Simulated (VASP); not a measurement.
# CuSn2O2 in VASP: single point with PBE+D3(BJ)

Aim: the single point of CuSn2O2 with PBE+D3(BJ).

Everything below comes from runs of VASP 6.6.1. Logs are shortened: lines on timing, memory, paths and dates and some standing lists are left out, and cuts for length are marked.

## 1. The cell of the first run

The cell holds a slab with vacuum, 5 atoms: a = 3.820 Å, b = 3.820 Å, c = 19.363 Å, α = 90.00°, β = 90.00°, γ = 90.00°.

## 2. Single point, PBE+D3(BJ), collinear spin

INCAR

```
SYSTEM = CuSn2O2
PREC = Accurate
ENCUT = 520
EDIFF = 1E-6
ISMEAR = 0
SIGMA = 0.05
LREAL = .FALSE.
LASPH = .TRUE.
NELM = 150
ALGO = Normal
ISIF = 2
LWAVE = .FALSE.
LCHARG = .FALSE.
ISPIN = 2
MAGMOM = 0 0 0 0 1
LORBIT = 11
LMAXMIX = 4
LDIPOL = .TRUE.
IDIPOL = 3
DIPOL = 0.5 0.5 0.311
GGA = PE
IVDW = 12
NBANDS = 38
```

KPOINTS

```
regular mesh
0
G
  7 7 1
  0 0 0
```

POSCAR

```
CuSn2O2
1.0
    3.8201708766      0.0000000000      0.0000000000
    0.0000000000      3.8201708766      0.0000000000
    0.0000000000      0.0000000000     19.3630360333
Sn O Cu
2 2 1
Direct
    0.5000000000      0.0000000000      0.2065791745
    0.0000000000      0.5000000000      0.3286176828
    0.0000000000      0.0000000000      0.2675984287
    0.5000000000      0.5000000000      0.2675984287
    0.1250000000      0.6250000000      0.4835520637
```

Potentials or basis: VASP PAW PBE potentials, release 64 (Sn_d, O, Cu).

On the command line:

```
> cat potpaw_PBE.64/Sn_d/POTCAR potpaw_PBE.64/O/POTCAR potpaw_PBE.64/Cu/POTCAR > POTCAR
> mpirun -np 1 vasp_std > vasp.out
```

OUTCAR:

```text
SYSTEM = CuSn2O2
   PREC = Accurate
   ENCUT = 520
   EDIFF = 1E-6
   ISMEAR = 0
   LREAL = .FALSE.
   LASPH = .TRUE.
   NELM = 150
   ISIF = 2
   ISPIN = 2
   LORBIT = 11
   GGA = PE
   IVDW = 12
 IVDW          = 12

 ion  position               nearest neighbor table
   1  0.500  0.000  0.207-   3 2.25   4 2.25   4 2.25   3 2.25   2 3.59   2 3.59   2 3.59   2 3.59

   2  0.000  0.500  0.329-   3 2.25   4 2.25   3 2.25   4 2.25   5 3.08   1 3.59   1 3.59   1 3.59
                             1 3.59
   3  0.000  0.000  0.268-   2 2.25   2 2.25   1 2.25   1 2.25
   4  0.500  0.500  0.268-   2 2.25   2 2.25   1 2.25   1 2.25
   5  0.125  0.625  0.484-   2 3.08

  LATTYP: Found a simple tetragonal cell.
 ALAT       =     3.8201708766
 C/A-ratio  =     5.0686308699

  Lattice vectors:

 A1 = (   3.8201708766,   0.0000000000,   0.0000000000)
 A2 = (   0.0000000000,   3.8201708766,   0.0000000000)
 A3 = (   0.0000000000,   0.0000000000,  19.3630360333)

Analysis of symmetry for initial positions (statically):
=====================================================================
 Subroutine PRICEL returns:
 Original cell was already a primitive cell.

 Routine SETGRP: Setting up the symmetry group for a
 simple tetragonal supercell.

 Subroutine GETGRP returns: Found  2 space group operations
 (whereof  1 operations were pure point group operations)
 out of a pool of 16 trial point group operations.

The static configuration has the point symmetry C_1 .
 The point group associated with its full space group is C_1h.

Analysis of symmetry for dynamics (positions and initial velocities):
=====================================================================
 Subroutine PRICEL returns:
 Original cell was already a primitive cell.

 Routine SETGRP: Setting up the symmetry group for a
 simple tetragonal supercell.

 Subroutine GETGRP returns: Found  2 space group operations
 (whereof  1 operations were pure point group operations)
 out of a pool of 16 trial point group operations.

The dynamic configuration has the point symmetry C_1 .
 The point group associated with its full space group is C_1h.

Analysis of structural, dynamic, and magnetic symmetry:
=====================================================================
 Subroutine PRICEL returns:
 Original cell was already a primitive cell.

 Routine SETGRP: Setting up the symmetry group for a
 simple tetragonal supercell.

 Subroutine GETGRP returns: Found  2 space group operations
 (whereof  1 operations were pure point group operations)
 out of a pool of 16 trial point group operations.

The overall configuration has the point symmetry C_1 .
 The point group associated with its full space group is C_1h.

 Subroutine INISYM returns: Found  2 space group operations
 (whereof  1 operations are pure point group operations),
 and found     1 'primitive' translations

----------------------------------------------------------------------------------------

                                     Primitive cell

  volume of cell :     282.5784

  direct lattice vectors                    reciprocal lattice vectors
     3.820170877  0.000000000  0.000000000     0.261768395  0.000000000  0.000000000
     0.000000000  3.820170877  0.000000000     0.000000000  0.261768395  0.000000000
     0.000000000  0.000000000 19.363036033     0.000000000  0.000000000  0.051644794

  length of vectors
     3.820170877  3.820170877 19.363036033     0.261768395  0.261768395  0.051644794

  position of ions in fractional coordinates (direct lattice)
     0.500000000  0.000000000  0.206579174
     0.000000000  0.500000000  0.328617683
     0.000000000  0.000000000  0.267598429
     0.500000000  0.500000000  0.267598429
     0.125000000  0.625000000  0.483552064

  ion indices of the primitive-cell ions
   primitive index   ion index
                 1           1
                 2           2
                 3           3
                 4           4
                 5           5

[... 32 lines left out ...]
  0.142857  0.142857  0.000000      2.000000
 -0.142857  0.142857  0.000000      2.000000
[... 8 lines left out ...]
  0.428571  0.428571  0.000000      2.000000
 -0.428571  0.428571  0.000000      2.000000
   k-points           NKPTS =     16   k-points in BZ     NKDIM =     16   number of bands    NBANDS=     38
   number of dos      NEDOS =    301   number of ions     NIONS =      5
   total plane-waves  NPLWV = 112896
   dimension x,y,z NGX =    28 NGY =   28 NGZ =  144
   dimension x,y,z NGXF=    56 NGYF=   56 NGZF=  288
   ions per type =               2   2   1
   NGX,Y,Z   is equivalent  to a cutoff of  12.19, 12.19, 12.36 a.u.
   NGXF,Y,Z  is equivalent  to a cutoff of  24.37, 24.37, 24.73 a.u.
 SYSTEM =  CuSn2O2
   PREC   = accura    normal or accurate (medium, high low for compatibility)
   ISTART =      0    job   : 0-new  1-cont  2-samecut
   ICHARG =      2    charge: 1-file 2-atom 10-const
   ISPIN  =      2    spin polarized calculation?
   LNONCOLLINEAR =      F non collinear calculations
   LSORBIT =      F    spin-orbit coupling
   LASPH  =      T    aspherical Exc in radial PAW
   ENCUT  =  520.0 eV  38.22 Ry    6.18 a.u.   7.10  7.10 36.00*2*pi/ulx,y,z
   NELM   =    150;   NELMIN=  2; NELMDL= -5     # of ELM steps
   EDIFF  = 0.1E-05   stopping-criterion for ELM
   LREAL  =      F    real-space projection
   EDIFFG = 0.1E-04   stopping-criterion for IOM
   NSW    =      0    number of steps for IOM
   IBRION =     -1    ionic relax: 0-MD 1-quasi-New 2-CG
   NFREE  =      0    steps in history (QN), initial steepest desc. (CG)
   ISIF   =      2    stress and relaxation
   ISYM   =      2    0-nonsym 1-usesym 2-fastsym
   POTIM  = 0.5000    time-step for ionic-motion
   TEBEG  =    0.0;   TEEND  =   0.0 temperature during run
   PSTRESS=    0.0 pullay stress
   NELECT =      51.0000    total number of electrons
   NUPDOWN=      -1.0000    fix difference up-down
   EMIN   =  10.00;   EMAX   =-10.00  energy-range for DOS
   EFERMI =   0.00;   METHOD = LEGACY
   ISMEAR =     0;   SIGMA  =   0.05  broadening in eV -4-tet -1-fermi 0-gaus
   EFERMI_NEDOS =   21; number of points for ismear=-14 and -15
   IALGO  =     38    algorithm
   IMIX   =      4    mixing-type and parameters
     AMIX     =   0.40;   BMIX     =  1.00
     AMIX_MAG =   1.60;   BMIX_MAG =  1.00
  volume/ion in A,a.u.               =      56.52       381.39
  Fermi-wavevector in a.u.,A,eV,Ry     =   0.925164  1.748306 11.645604  0.855928
  Thomas-Fermi vector in A             =   2.050988
   LORBIT       =     11    0 simple, 1 ext, 2 COOP (PROOUT), +10 PAW based schemes
   GGA     = PE    functional components
   LHFCALC =     F    Hartree Fock is set to
   AEXX    =    0.0000 exact exchange contribution
   IVDW    =    12    specifies the selected vdW correction
   LEPSILON=     F    determine dielectric tensor
   LRPA    =     F    only Hartree local field effects (RPA)
 spin polarized calculation
 Gauss-broadening in eV      SIGMA  =   0.05
  energy-cutoff  :      520.00
  volume of cell :      282.58
 maximum number of plane-waves:      7644
   NGX = 15   NGY = 15   NGZ = 73

 dipolmoment           0.000000      0.000000     -0.003063 electrons x Angstroem

 number of electron      50.9999960 magnetization       0.0931902

 dipolmoment           0.000000      0.000000      0.079285 electrons x Angstroem

 Free energy of the ion-electron system (eV)
  ---------------------------------------------------
  ext. energy  EPLUGINS =         0.00000000
  ---------------------------------------------------
  free energy    TOTEN  =       -23.72227375 eV

  energy without entropy =      -23.71907551  energy(sigma->0) =      -23.72067463

 E-fermi :  -0.5317     XC(G=0):  -4.2312

 val. band max:       -0.5425658873   @ k =   0.4286   0.0000   0.0000
 cond. band min:      -0.5073560169   @ k =   0.2857   0.2857   0.0000
 fundamental gap:      0.0352098704
 Fermi energy:        -0.5317396861

 spin component 1

 k-point     1 :       0.0000    0.0000    0.0000
  band No.  band energies     occupation
      1     -23.0239      1.00000
      2     -22.6635      1.00000
      3     -22.6298      1.00000
      4     -22.6264      1.00000
      5     -22.6205      1.00000
      6     -22.5864      1.00000
[... 629 lines left out ...]
     36       5.0761      0.00000
     37       6.5830      0.00000
 Fermi energy:        -0.5317396861

 spin component 2

 k-point     1 :       0.0000    0.0000    0.0000
  band No.  band energies     occupation
      1     -23.0217      1.00000
      2     -22.6621      1.00000
      3     -22.6270      1.00000
      4     -22.6244      1.00000
      5     -22.6181      1.00000
      6     -22.5840      1.00000
[... 629 lines left out ...]
     36       5.0975      0.00000
     37       6.5762      0.00000
 [bands above 37 left out]

------------------------ aborting loop because EDIFF is reached ----------------------------------------

 vacuum level on the upper side and lower side of the slab       (xc-potential included)         0.475        -0.480

 Edisp (eV)   -0.78846

 E8    (eV) :    -0.3518

  FORCE on cell =-STRESS in cart. coord.  units (eV):
  Direction    XX          YY          ZZ          XY          YZ          ZX
  --------------------------------------------------------------------------------------
  -------------------------------------------------------------------------------------
  Total      -1.15151    -1.15151    -0.98043    -0.03870    -0.12216    -0.12216
  in kB      -6.52891    -6.52891    -5.55892    -0.21942    -0.69265    -0.69265
  external pressure =       -6.21 kB  Pullay stress =        0.00 kB

 VOLUME and BASIS-vectors are now :
 -----------------------------------------------------------------------------
  energy-cutoff  :      520.00
  volume of cell :      282.58
      direct lattice vectors                 reciprocal lattice vectors
     3.820170877  0.000000000  0.000000000     0.261768395  0.000000000  0.000000000
     0.000000000  3.820170877  0.000000000     0.000000000  0.261768395  0.000000000
     0.000000000  0.000000000 19.363036033     0.000000000  0.000000000  0.051644794

 POSITION                                       TOTAL-FORCE (eV/Angst)
 -----------------------------------------------------------------------------------
      1.91009      0.00000      4.00000         0.003310      0.003310     -0.079737
      0.00000      1.91009      6.36304         0.065705      0.065705      0.115371
      0.00000      0.00000      5.18152         0.003663     -0.025848      0.116123
      1.91009      1.91009      5.18152        -0.025848      0.003663      0.116123
      0.47752      2.38761      9.36304        -0.046831     -0.046831     -0.267881
 -----------------------------------------------------------------------------------
    total drift:                                0.000040      0.000040      0.001781

  FREE ENERGIE OF THE ION-ELECTRON SYSTEM (eV)
  ---------------------------------------------------
  free  energy   TOTEN  =       -24.5107341008 eV

  energy  without entropy=      -24.5075358581  energy(sigma->0) =      -24.50913498

 vacuum level on the upper side and lower side of the slab         3.981         2.998

 total charge

# of ion       s       p       d       tot
------------------------------------------
    1        1.281   0.762  10.054  12.097
    2        1.259   0.763  10.061  12.082
    3        1.578   3.426   0.000   5.004
    4        1.578   3.426   0.000   5.004
    5        0.347   0.031   9.349   9.727
--------------------------------------------------
tot          6.042   8.408  29.464  43.914

 magnetization (x)

# of ion       s       p       d       tot
------------------------------------------
    1        0.000  -0.000   0.000   0.000
    2        0.008   0.001   0.000   0.009
    3        0.000   0.003   0.000   0.003
    4        0.000   0.003   0.000   0.003
    5        0.022   0.002   0.001   0.025
--------------------------------------------------
tot          0.030   0.009   0.001   0.041
```

Run time: 16 min. Hardware: 1 thread of Intel Xeon 8259CL, shared host; peak memory 0.58 GiB.

Results:

| Item | Value |
| --- | --- |
| Free energy | -24.5107 eV |
| Largest force | 0.276 eV/Å |
| Net moment | 0.09 μB per cell |
| Site moments | Sn +0.00, +0.01; O +0.00; Cu +0.03 μB |
| Valence electrons inside the program's atomic spheres | Sn 12.10, 12.08; O 5.00; Cu 9.73 |
| Dispersion energy per atom | -0.158 eV |

Forces in eV/Å, atoms in the order of the input:
```
Sn   0.003  0.003 -0.080
Sn   0.066  0.066  0.115
O    0.004 -0.026  0.116
O   -0.026  0.004  0.116
Cu  -0.047 -0.047 -0.268
```

Levels at points of the mesh, in eV from the Fermi level:
Spin up:
| k point | band 23 | band 24 | band 25 | band 26 | band 27 | band 28 | band 29 | band 30 |
| --- | --- | --- | --- | --- | --- | --- | --- | --- |
| (0.00, 0.00, 0.00) | -1.30 | -1.30 | -1.22 | -0.92 | 1.26 | 1.48 | 3.44 | 3.68 |
Spin down:
| k point | band 21 | band 22 | band 23 | band 24 | band 25 | band 26 | band 27 | band 28 | band 29 | band 30 |
| --- | --- | --- | --- | --- | --- | --- | --- | --- | --- | --- |
| (0.00, 0.00, 0.00) | -1.62 | -1.46 | -1.29 | -1.29 | -1.21 | -0.89 | 1.26 | 1.51 | 3.43 | 3.68 |

Caveat: spin-orbit coupling is left out, which moves the levels of the heavy elements.
